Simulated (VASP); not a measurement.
# TiO2 (P4_2/mnm) in VASP: a series of runs, part 3 of 3

VASP 6.6.1. The steps go on from the part before.

**5. Single point, r2SCAN+U (strain +0.000 along x and y, +0.080 along z)**

Input file POSCAR:

```
TiO2
1.0
    4.5973635523      0.0000000000      0.0000000000
    0.0000000000      4.5973635523      0.0000000000
    0.0000000000      0.0000000000      3.2323149227
Ti O
2 4
Direct
    0.0000000000      0.0000000000      0.0000000000
    0.5000000000      0.5000000000      0.5000000000
    0.3051400959      0.3051400959      0.0000000000
    0.1948599041      0.8051400959      0.5000000000
    0.6948599041      0.6948599041      0.0000000000
    0.8051400959      0.1948599041      0.5000000000
```

Input file INCAR.step1:

```
SYSTEM = TiO2
PREC = Accurate
ENCUT = 520
ISMEAR = 0
SIGMA = 0.05
LREAL = .FALSE.
LASPH = .TRUE.
NELM = 150
LMAXMIX = 4
LDAU = .TRUE.
LDAUTYPE = 2
LDAUL = 2 -1
LDAUU = 4 0
LDAUJ = 0 0
NBANDS = 33
GGA = PE
ALGO = Normal
EDIFF = 1E-4
LWAVE = .TRUE.
LCHARG = .FALSE.
```

Input file INCAR.step2:

```
SYSTEM = TiO2
PREC = Accurate
ENCUT = 520
EDIFF = 1E-6
ISMEAR = 0
SIGMA = 0.05
LREAL = .FALSE.
LASPH = .TRUE.
NELM = 150
ALGO = Normal
ISIF = 2
LWAVE = .FALSE.
LCHARG = .FALSE.
LMAXMIX = 4
LDAU = .TRUE.
LDAUTYPE = 2
LDAUL = 2 -1
LDAUU = 4 0
LDAUJ = 0 0
LDAUPRINT = 1
METAGGA = R2SCAN
LMIXTAU = .TRUE.
NBANDS = 33
ISTART = 1
```

Input file KPOINTS:

```
regular mesh
0
G
  6 6 8
  0 0 0
```

Launch:

```bash
cat potpaw_PBE.64/Ti_sv/POTCAR potpaw_PBE.64/O/POTCAR > POTCAR
cp INCAR.step1 INCAR
mpirun -np 1 vasp_std > vasp.out
cp INCAR.step2 INCAR
mpirun -np 1 vasp_std > vasp.out
```

Wall time 8.6 min (1 thread of Intel Xeon 8259CL, shared host); peak memory 0.23 GiB.

Results (log left out):

```
Free energy            : -64.3248 eV
Pressure               : -14.4 GPa
Largest force          : 0.127 eV/Å
Band gap on the k mesh : 2.54 eV
```

Forces on the atoms (eV/Å):
```
Ti   0.000  0.000  0.000
Ti   0.000  0.000  0.000
O    0.089  0.089  0.000
O   -0.089  0.089  0.000
O   -0.089 -0.089  0.000
O    0.089 -0.089  0.000
```

Stress tensor (GPa, compression positive):
```
 -7.67   0.00   0.00
  0.00  -7.67   0.00
  0.00   0.00 -27.92
```

Levels at points of the mesh, in eV from the valence-band top:
```csv
k point,band 20,band 21,band 22,band 23,band 24,band 25,band 26,band 27,band 28,band 29
"(0.00, 0.00, 0.00)",-2.35,-1.02,-0.42,-0.42,0.00,2.54,2.87,2.88,2.92,2.92
"(0.50, 0.00, 0.00)",-2.85,-2.04,-2.04,-0.69,-0.69,3.09,3.09,3.51,3.51,3.78
"(0.50, 0.50, 0.00)",-1.78,-1.68,-1.68,-1.05,-1.05,2.58,2.58,2.95,2.95,3.96
"(0.00, 0.00, 0.50)",-2.33,-2.30,-2.30,-1.32,-1.32,3.25,3.25,3.53,3.53,4.11
"(0.50, 0.00, 0.50)",-2.52,-1.81,-1.81,-0.98,-0.98,2.60,2.60,3.36,3.36,4.03
"(0.50, 0.50, 0.50)",-2.29,-1.15,-1.15,-0.63,-0.63,3.16,3.16,3.35,3.35,3.75
```

Eigenvalues of the final occupation matrices:
```tsv
site	spin	trace	eigenvalues
site 1 d	1	0.71	0.05 0.08 0.09 0.23 0.25
site 1 d	2	0.71	0.05 0.08 0.09 0.23 0.25
site 2 d	1	0.71	0.05 0.08 0.09 0.23 0.25
site 2 d	2	0.71	0.05 0.08 0.09 0.23 0.25
```

Caveat: the cell differs from its parent crystal (strain +0.000 along x and y, +0.080 along z); the stress differs along the axes, from -28 to -8 GPa; the PAW data sets were made with another functional, which shifts forces and pressure a little. A k mesh can miss the band edges.

**6. Single point, r2SCAN+U (strain +0.040 along x and y, +0.000 along z)**

POSCAR: that of step 5 with these lines changed.

```diff
@@ -2,5 +2,5 @@
 1.0
-    4.5973635523      0.0000000000      0.0000000000
-    0.0000000000      4.5973635523      0.0000000000
-    0.0000000000      0.0000000000      3.2323149227
+    4.7812580944      0.0000000000      0.0000000000
+    0.0000000000      4.7812580944      0.0000000000
+    0.0000000000      0.0000000000      2.9928841877
 Ti O
```

Input file INCAR.step1:

```
SYSTEM = TiO2
  PREC = Accurate
  ENCUT = 520
  ISMEAR = 0
  SIGMA = 0.05
  LREAL = .FALSE.
  LASPH = .TRUE.
  NELM = 150
  LMAXMIX = 4
  LDAU = .TRUE.
  LDAUTYPE = 2
  LDAUL = 2 -1
  LDAUU = 4 0
  LDAUJ = 0 0
  NBANDS = 33
  GGA = PE
  ALGO = Normal
  EDIFF = 1E-4
  LWAVE = .TRUE.
  LCHARG = .FALSE.
```

Input file INCAR.step2:

```
SYSTEM = TiO2
  PREC = Accurate
  ENCUT = 520
  EDIFF = 1E-6
  ISMEAR = 0
  SIGMA = 0.05
  LREAL = .FALSE.
  LASPH = .TRUE.
  NELM = 150
  ALGO = Normal
  ISIF = 2
  LWAVE = .FALSE.
  LCHARG = .TRUE.
  LMAXMIX = 4
  LDAU = .TRUE.
  LDAUTYPE = 2
  LDAUL = 2 -1
  LDAUU = 4 0
  LDAUJ = 0 0
  LDAUPRINT = 1
  METAGGA = R2SCAN
  LMIXTAU = .TRUE.
  LELF = .TRUE.
  LVHAR = .TRUE.
  NBANDS = 33
  ISTART = 1
```

KPOINTS is that of step 5.

Potentials or basis: VASP PAW PBE potentials, release 64 (Ti_sv, O).

Launch:

```bash
cat potpaw_PBE.64/Ti_sv/POTCAR potpaw_PBE.64/O/POTCAR > POTCAR
cp INCAR.step1 INCAR
mpirun -np 1 vasp_std > vasp.out
cp INCAR.step2 INCAR
mpirun -np 1 vasp_std > vasp.out
```

Run time: 8.1 min. Hardware: 1 thread of Intel Xeon 8259CL, shared host; peak memory 0.23 GiB.

Results (log left out):

* Free energy: -64.5655 eV
* Pressure: -11.3 GPa
* Largest force: 0.244 eV/Å
* Band gap on the k mesh: 2.56 eV (least direct gap 2.59 eV)

Forces in eV/Å, atoms in the order of the input:
```
Ti   0.000  0.000  0.000
Ti   0.000  0.000  0.000
O    0.173  0.173  0.000
O   -0.173  0.173  0.000
O   -0.173 -0.173  0.000
O    0.173 -0.173  0.000
```

Stress tensor (GPa, compression positive):
```
-13.50   0.00   0.00
  0.00 -13.50   0.00
  0.00   0.00  -6.78
```

Levels at points of the mesh, in eV from the valence-band top:
```
           k point  band 22  band 23  band 24  band 25  band 26  band 27
(0.00, 0.00, 0.00)    -0.51    -0.51     0.00     2.59     2.75     3.22
(0.50, 0.00, 0.00)    -1.50    -0.70    -0.70     3.14     3.14     3.66
(0.50, 0.50, 0.00)    -1.31    -1.17    -1.17     2.56     2.56     3.25
(0.00, 0.00, 0.50)    -1.94    -1.44    -1.44     3.52     3.52     3.98
(0.50, 0.00, 0.50)    -1.84    -0.98    -0.98     2.69     2.69     3.98
(0.50, 0.50, 0.50)    -1.07    -0.76    -0.76     3.25     3.25     3.74
```

Eigenvalues of the final occupation matrices:
```
    site  spin  trace               eigenvalues
site 1 d     1   0.72  0.07 0.09 0.09 0.22 0.26
site 1 d     2   0.72  0.07 0.09 0.09 0.22 0.26
site 2 d     1   0.72  0.07 0.09 0.09 0.22 0.26
site 2 d     2   0.72  0.07 0.09 0.09 0.22 0.26
```

Caveat: the cell differs from its parent crystal (strain +0.040 along x and y, +0.000 along z); the stress differs along the axes, from -13 to -7 GPa; the PAW data sets were made with another functional, which shifts forces and pressure a little. A k mesh can miss the band edges.

**7. Single point, r2SCAN+U (strain +0.080 along x and y, -0.040 along z)**

POSCAR: that of step 6 with these lines changed.

```diff
@@ -2,5 +2,5 @@
 1.0
-    4.7812580944      0.0000000000      0.0000000000
-    0.0000000000      4.7812580944      0.0000000000
-    0.0000000000      0.0000000000      2.9928841877
+    4.9651526365      0.0000000000      0.0000000000
+    0.0000000000      4.9651526365      0.0000000000
+    0.0000000000      0.0000000000      2.8731688202
 Ti O
```

Input file INCAR.step1:

```
SYSTEM = TiO2
ALGO     = Normal         ! electronic algorithm
EDIFF    = 1E-4           ! SCF threshold, eV
ENCUT    = 520            ! plane-wave cutoff, eV
GGA      = PE             ! functional
ISMEAR   = 0              ! smearing method
LASPH    = .True.         ! aspherical terms in the spheres
LCHARG   = .False.        ! write CHGCAR
LDAU     = .True.         ! DFT+U
LDAUJ    = 0 0          
LDAUL    = 2 -1           ! shell
LDAUTYPE = 2            
LDAUU    = 4 0            ! U, eV
LMAXMIX  = 4              ! l up to which the mixer works
LREAL    = .False.        ! projectors in reciprocal space
LWAVE    = .True.         ! write WAVECAR
NBANDS   = 33             ! bands
NELM     = 150            ! most SCF steps
PREC     = Accurate       ! precision mode
SIGMA    = 0.05           ! smearing width, eV
```

Input file INCAR.step2:

```
SYSTEM = TiO2
ALGO     = Normal         ! electronic algorithm
EDIFF    = 1E-6           ! SCF threshold, eV
ENCUT    = 520            ! plane-wave cutoff, eV
ISIF     = 2              ! what is computed and relaxed
ISMEAR   = 0              ! smearing method
ISTART   = 1            
LASPH    = .True.         ! aspherical terms in the spheres
LCHARG   = .False.        ! write CHGCAR
LDAU     = .True.         ! DFT+U
LDAUJ    = 0 0          
LDAUL    = 2 -1           ! shell
LDAUPRINT= 1            
LDAUTYPE = 2            
LDAUU    = 4 0            ! U, eV
LMAXMIX  = 4              ! l up to which the mixer works
LMIXTAU  = .True.       
LREAL    = .False.        ! projectors in reciprocal space
LWAVE    = .False.        ! write WAVECAR
METAGGA  = R2SCAN         ! meta-GGA
NBANDS   = 33             ! bands
NELM     = 150            ! most SCF steps
PREC     = Accurate       ! precision mode
SIGMA    = 0.05           ! smearing width, eV
```

Input file KPOINTS:

```
k-points
0
Gamma
  6 6 8
  0 0 0
```

Launch:

```bash
cat potpaw_PBE.64/Ti_sv/POTCAR potpaw_PBE.64/O/POTCAR > POTCAR
cp INCAR.step1 INCAR
mpirun -np 1 vasp_std > vasp.out
cp INCAR.step2 INCAR
mpirun -np 1 vasp_std > vasp.out
```

It took 9.8 min on 1 thread of Intel Xeon 8259CL, shared host; peak memory 0.26 GiB.

Results (log left out):

```
Free energy            : -64.0056 eV
Pressure               : -13.6 GPa
Largest force          : 0.619 eV/Å
Band gap on the k mesh : 2.52 eV (least direct gap 2.57 eV)
```

Forces on the atoms (eV/Å):
```
Ti   0.000  0.000  0.000
Ti   0.000  0.000  0.000
O    0.438  0.438  0.000
O   -0.438  0.438  0.000
O   -0.438 -0.438  0.000
O    0.438 -0.438  0.000
```

Stress tensor (GPa, compression positive):
```
-22.34   0.00   0.00
  0.00 -22.34   0.00
  0.00   0.00   3.92
```

Levels at points of the mesh, in eV from the valence-band top:
```tsv
k point	band 22	band 23	band 24	band 25	band 26	band 27
(0.00, 0.00, 0.00)	-0.39	-0.33	0.00	2.57	2.63	3.54
(0.50, 0.00, 0.00)	-0.88	-0.56	-0.56	3.11	3.11	3.84
(0.50, 0.50, 0.00)	-1.01	-0.75	-0.75	2.52	2.52	3.55
(0.00, 0.00, 0.50)	-1.45	-1.30	-1.30	3.59	3.59	4.02
(0.50, 0.00, 0.50)	-1.64	-0.74	-0.74	2.85	2.85	4.22
(0.50, 0.50, 0.50)	-0.79	-0.69	-0.69	3.40	3.40	3.72
```

Eigenvalues of the final occupation matrices:
| site | spin | trace | eigenvalues |
| --- | --- | --- | --- |
| site 1 d | 1 | 0.73 | 0.08 0.08 0.09 0.20 0.27 |
| site 1 d | 2 | 0.73 | 0.08 0.08 0.09 0.20 0.27 |
| site 2 d | 1 | 0.73 | 0.08 0.08 0.09 0.20 0.27 |
| site 2 d | 2 | 0.73 | 0.08 0.08 0.09 0.20 0.27 |

Caveat: the cell differs from its parent crystal (strain +0.080 along x and y, -0.040 along z); the stress differs along the axes, from -22 to 4 GPa; the PAW data sets were made with another functional, which shifts forces and pressure a little.

**8. The runs side by side**

```csv
cell,gap on the mesh (eV),pressure (GPa),largest force (eV/Å)
"a = 4.230, b = 4.230, c = 3.113 Å, 6 atoms",3.26,43.6,0.51
"a = 4.413, b = 4.413, c = 2.873 Å, 6 atoms",3.14,46.3,0.82
"a = 4.230, b = 4.230, c = 3.232 Å, 6 atoms",3.15,29.0,0.80
"a = 4.597, b = 4.597, c = 3.232 Å, 6 atoms",2.54,-14.4,0.13
"a = 4.781, b = 4.781, c = 2.993 Å, 6 atoms",2.56,-11.3,0.24
"a = 4.965, b = 4.965, c = 2.873 Å, 6 atoms",2.52,-13.6,0.62
```

Alike in all rows: task single point; level r2SCAN+U; potentials or basis VASP PAW PBE potentials, release 64 (Ti_sv, O); no spin polarisation; Ti d U = 4.0 eV; k mesh 6 × 6 × 8; cutoff (eV) 520; smearing gaussian 0.05 eV.

Caveats: the PAW data sets were made with another functional, which shifts forces and pressure a little; the stress differs along the axes, from 21 to 55 GPa (at least some runs); the stress differs along the axes, from 42 to 54 GPa (at least some runs); the stress differs along the axes, from -0 to 44 GPa (at least some runs); the stress differs along the axes, from -28 to -8 GPa (at least some runs); the stress differs along the axes, from -13 to -7 GPa (at least some runs); the stress differs along the axes, from -22 to 4 GPa (at least some runs).

Total energies depend on the potentials used, so only differences within one code and one set of settings carry meaning.
